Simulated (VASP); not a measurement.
# MgB2 (e600) (P6/mmm) in VASP: vibrations by perturbation theory with PBE

Aim: the vibrations by perturbation theory of MgB2 (e600) with PBE.

Program: VASP 6.6.1. These are calculated values, not measurements. Logs are shortened: lines on timing, memory, paths and dates and some standing lists are left out, and cuts for length are marked.

**1. The cell of the first run**

The structure is hexagonal, space group P6/mmm (No. 191). The conventional cell has a = 3.075 Å, b = 3.075 Å, c = 3.526 Å, α = 90.00°, β = 90.00°, γ = 120.00°. Mg (site symmetry 6/mmm) has 12 B at 2.50 Å and 6 Mg at 3.08 Å within 3.3 Å. Within 2.4 Å of B (site symmetry -6m2) lie 3 B at 1.78 Å.

**2. Vibrations by perturbation theory, PBE**

INCAR reads:

```
SYSTEM = MgB2
PREC     = Accurate       ! precision mode
ENCUT    = 520            ! plane-wave cutoff, eV
EDIFF    = 1E-8           ! SCF threshold, eV
ISMEAR   = -1             ! smearing method
SIGMA    = 0.15           ! smearing width, eV
LREAL    = .FALSE.        ! projectors in reciprocal space
LASPH    = .TRUE.         ! aspherical terms in the spheres
NELM     = 60             ! most SCF steps
ALGO     = Normal         ! electronic algorithm
ISIF     = 2              ! what is computed and relaxed
LWAVE    = .FALSE.        ! write WAVECAR
LCHARG   = .FALSE.        ! write CHGCAR
GGA      = PE             ! functional
IBRION   = 8              ! ionic algorithm
NSW      = 1              ! ionic steps
```

KPOINTS reads:

```
regular mesh
0
G
  15 15 12
  0 0 0
```

POSCAR reads:

```
MgB2
1.0
    3.0753138010      0.0000000000      0.0000000000
   -1.5376569005      2.6632998762      0.0000000000
    0.0000000000      0.0000000000      3.5256145404
Mg B
1 2
Direct
    0.0000000000      0.0000000000      0.0000000000
    0.3333333333      0.6666666667      0.5000000000
    0.6666666667      0.3333333333      0.5000000000
```

Potentials or basis: VASP PAW PBE potentials, release 64 (Mg, B).

Command:

```bash
$ cat potpaw_PBE.64/Mg/POTCAR potpaw_PBE.64/B/POTCAR > POTCAR
$ mpirun -np 1 vasp_std > vasp.out
```

OUTCAR:

```text
SYSTEM = MgB2
   PREC = Accurate
   ENCUT = 520
   EDIFF = 1E-8
   ISMEAR = -1
   LREAL = .FALSE.
   LASPH = .TRUE.
   NELM = 60
   ISIF = 2
   GGA = PE
   IBRION = 8
   NSW = 1

 ion  position               nearest neighbor table
   1  0.000  0.000  0.000-   2 2.50   3 2.50   2 2.50   3 2.50   2 2.50   2 2.50   3 2.50   3 2.50
                             3 2.50   3 2.50   2 2.50   2 2.50
   2  0.333  0.667  0.500-   3 1.78   3 1.78   3 1.78   1 2.50   1 2.50   1 2.50   1 2.50   1 2.50
                             1 2.50
   3  0.667  0.333  0.500-   2 1.78   2 1.78   2 1.78   1 2.50   1 2.50   1 2.50   1 2.50   1 2.50
                             1 2.50

  LATTYP: Found a hexagonal cell.
 ALAT       =     3.0753138010
 C/A-ratio  =     1.1464243224

  Lattice vectors:

 A1 = (   3.0753138010,   0.0000000000,   0.0000000000)
 A2 = (  -1.5376569005,   2.6632998762,   0.0000000000)
 A3 = (   0.0000000000,   0.0000000000,   3.5256145404)

Analysis of symmetry for initial positions (statically):
=====================================================================
 Subroutine PRICEL returns:
 Original cell was already a primitive cell.

 Routine SETGRP: Setting up the symmetry group for a
 hexagonal supercell.

 Subroutine GETGRP returns: Found 24 space group operations
 (whereof 24 operations were pure point group operations)
 out of a pool of 24 trial point group operations.

The static configuration has the point symmetry D_6h.

Analysis of symmetry for dynamics (positions and initial velocities):
=====================================================================
 Subroutine PRICEL returns:
 Original cell was already a primitive cell.

 Routine SETGRP: Setting up the symmetry group for a
 hexagonal supercell.

 Subroutine GETGRP returns: Found 24 space group operations
 (whereof 24 operations were pure point group operations)
 out of a pool of 24 trial point group operations.
[... 446 lines left out ...]
 -----------------------------------------------------------------------------------
      0.00000      0.00000      0.00000         0.000000      0.000000      0.000000
     -0.00000      1.77553      1.76281         0.000000      0.000000      0.000000
      1.53766      0.88777      1.76281        -0.000000      0.000000      0.000000
 -----------------------------------------------------------------------------------
    total drift:                                0.000000     -0.000000      0.000000

  FREE ENERGIE OF THE ION-ELECTRON SYSTEM (eV)
  ---------------------------------------------------
  free  energy   TOTEN  =       -15.3491610318 eV

  energy  without entropy=      -15.2993204526  energy(sigma->0) =      -15.32424074

[... ionic steps 2 to 3 ...]

--------------------------------------- Ionic step        4  -------------------------------------------

------------------------ aborting loop because EDIFF is reached ----------------------------------------
[... 11 lines left out ...]
[... ionic steps 8 to 8 ...]

--------------------------------------- Ionic step        9  -------------------------------------------

 Free energy of the ion-electron system (eV)
  ---------------------------------------------------
  ---------------------------------------------------
  free energy    TOTEN  =        -0.04193487 eV

  energy without entropy =       -0.04193487

------------------------ aborting loop because EDIFF is reached ----------------------------------------

 INTERNAL STRAIN TENSOR  FOR ION    2  DIRECTION 3   (eV/Angst):
 -----------------------------------------------------------------------------
     0.00375  0.00000  0.00000
     0.00000  0.00375  0.00000
     0.00000  0.00000 -0.01086

 INTERNAL STRAIN TENSOR FOR ION    3 for displacements in x,y,z  (eV/Angst):
          X           Y           Z          XY          YZ          ZX
  --------------------------------------------------------------------------------
  x     0.00000     0.00000     0.00000     2.99443     0.00000     0.00000
  y     2.99443    -2.99443    -0.00000    -0.00000     0.00000     0.00000
  z     0.00000     0.00000     0.00000     0.00000     0.00000     0.00000

 SECOND DERIVATIVES (NOT SYMMETRIZED)
 ------------------------------------
               1X          1Y          1Z          2X          2Y          2Z          3X          3Y          3Z
  1X    -4.625931    0.000000    0.000000    2.312966    0.000000    0.000000    2.312966    0.000000    0.000000
  1Y     0.000000   -4.625931    0.000000    0.000000    2.312966    0.000000    0.000000    2.312966    0.000000
  1Z    -0.000000    0.000000   -6.675499    0.000000    0.000000    3.337750   -0.000000    0.000000    3.337750
  2X     2.320481    0.000000    0.000000   -7.990890    0.000000    0.000000    5.670410    0.000000    0.000000
  2Y    -0.000000    2.320481    0.000000   -0.000000   -7.990890    0.000000    0.000000    5.670410    0.000000
  2Z     0.000000    0.000000    3.337508    0.000000   -0.000000  -10.999502    0.000000    0.000000    7.661994
  3X     2.320481    0.000000    0.000000    5.670410    0.000000    0.000000   -7.990890    0.000000    0.000000
  3Y    -0.000000    2.320481    0.000000    0.000000    5.670410    0.000000   -0.000000   -7.990890    0.000000
  3Z     0.000000    0.000000    3.337508    0.000000    0.000000    7.661994    0.000000   -0.000000  -10.999502

 Eigenvectors and eigenvalues of the dynamical matrix
 ----------------------------------------------------

   1 f  =   20.539555 THz   129.053827 2PiTHz  685.125792 cm-1    84.944734 meV
             X         Y         Z           dx          dy          dz
      0.000000  0.000000  0.000000     0.000000   -0.000000   -0.000000
     -0.000000  1.775533  1.762807     0.000000   -0.000000   -0.707107
      1.537657  0.887767  1.762807    -0.000000    0.000000    0.707107
[... 43 lines left out ...]
   9 f/i=    0.008054 THz     0.050602 2PiTHz    0.268637 cm-1     0.033307 meV
             X         Y         Z           dx          dy          dz
      0.000000  0.000000  0.000000     0.655617    0.316518    0.000000
     -0.000000  1.775533  1.762807     0.436547    0.210755    0.000000
      1.537657  0.887767  1.762807     0.436547    0.210755    0.000000

--------------------------------------------------------------------------------------------------------

 ELASTIC MODULI CONTR FROM IONIC RELAXATION (kBar)
 Direction    XX          YY          ZZ          XY          YZ          ZX
 --------------------------------------------------------------------------------
 XX         -72.8338     72.8338      0.0000      0.0000      0.0000      0.0000
 YY          72.8338    -72.8338     -0.0000     -0.0000      0.0000      0.0000
 ZZ           0.0000     -0.0000     -0.0000     -0.0000      0.0000      0.0000
 XY           0.0000     -0.0000     -0.0000    -72.8338      0.0000      0.0000
 YZ           0.0000      0.0000      0.0000      0.0000      0.0000      0.0000
 ZX           0.0000      0.0000      0.0000      0.0000      0.0000      0.0000
 --------------------------------------------------------------------------------
```

OSZICAR:

```text
N       E                     dE             d eps       ncg     rms          rms(c)
DAV:   1     0.570653180806E+01    0.57065E+01   -0.39749E+03  3232   0.847E+02
DAV:   2    -0.167456329530E+02   -0.22452E+02   -0.21307E+02  4472   0.111E+02
[... 63 lines left out ...]
RMM:   6    -0.419429253677E-01   -0.22252E-05   -0.16826E-07  7851   0.299E-03    0.853E-04
RMM:   7    -0.419343895914E-01    0.85358E-05   -0.20155E-08  7300   0.121E-03    0.553E-05
RMM:   8    -0.419349404064E-01   -0.55081E-06    0.69179E-10  8098   0.121E-04    0.272E-05
RMM:   9    -0.419348784673E-01    0.61939E-07   -0.21513E-09  7856   0.466E-05    0.201E-06
RMM:  10    -0.419348621289E-01    0.16338E-07   -0.28095E-09  7753   0.182E-05    0.841E-07
RMM:  11    -0.419348666697E-01   -0.45408E-08   -0.15637E-09  5925   0.156E-05    0.743E-08
 Linear response finished
```

stdout:

```text
POSCAR found type information on POSCAR MgB
 POSCAR found :  2 types and       3 ions
 scaLAPACK will be used
 LDA part: xc-table for (Slater+PW92), standard interpolation
 POSCAR, INCAR and KPOINTS ok, starting setup
 FFT: planning ... GRIDC
 FFT: planning ... GRID_SOFT
 FFT: planning ... GRID
 WAVECAR not read
 entering main loop
 Linear response reoptimize wavefunctions to high precision
 Linear response DOF=           4
 Linear response progress:
 first order change of Fermi-energy   0.30401E-04
 force on displaced ion       1 direction 1 :  -4.626   0.000   0.000
 Linear response progress:
 first order change of Fermi-energy   0.14406E-03
 force on displaced ion       1 direction 3 :   0.000  -0.000  -6.675
 Linear response progress:
 first order change of Fermi-energy  -0.38660E-04
 force on displaced ion       2 direction 1 :  -7.991   0.001   0.000
 Linear response progress:
 first order change of Fermi-energy   0.64367E-04
 force on displaced ion       2 direction 3 :  -0.000   0.000 -11.000
 Linear response finished
```

Wall time 2.7 min (1 thread of Intel Xeon 6975P-C (Granite Rapids), shared host); peak memory 0.6 GiB.

Results:

```yaml
Highest_phonon_frequency_at_Γ_LO-TO_splitting_left_out: 685 cm⁻¹
```

Phonon frequencies in cm⁻¹ (negative: imaginary):
```tsv
q point	frequencies
(0.000, 0.000, 0.000)	0 0 0 332 332 398 586 586 685
```
